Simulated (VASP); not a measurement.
Ag:

```xyz
1
Lattice="0.0000 2.0450 2.0450 2.0450 0.0000 2.0450 2.0450 2.0450 0.0000" Properties=species:S:1:pos:R:3 pbc="T T T"
Ag    0.0000    0.0000    0.0000
```

```yaml
Program: VASP 6.6.1
Task: relaxation of cell and atoms
Functional: PBEsol
Potentials_or_basis: VASP PAW PBE potentials, release 64 (Ag)
Cutoff: 600 eV
k_mesh: 23 × 23 × 23
Occupations: methfessel-paxton, width 0.1 eV
Spin: no spin polarisation
```

At the start: pressure -3.1 GPa; volume 17.10 Å³/atom.

**Question.** How do energy, volume and symmetry change on relaxing?

**Answer.** Over 3 steps the energy falls by 4.9 meV/atom and the volume is 16.62 Å³/atom (-2.8 %); space group Fm-3m (No. 225, to 0.05 Å).

Step by step:
| step | energy change (eV) | largest force (eV/Å) | pressure (GPa) | volume (Å³) |
| --- | --- | --- | --- | --- |
| 1 | 0.0000 | 0.0000 | -3.13 | 17.10 |
| 2 | -0.0023 | 0.0000 | 2.55 | 16.29 |
| 3 | -0.0049 | 0.0000 | 0.00 | 16.62 |

Final structure:
```
Ag
1.0
     0.00000    2.02562    2.02562
     2.02562    0.00000    2.02562
     2.02562    2.02562    0.00000
Ag
1
Direct
  0.00000 0.00000 0.00000
```

Caveat: the PAW data sets were made with another functional, which shifts forces and pressure a little.
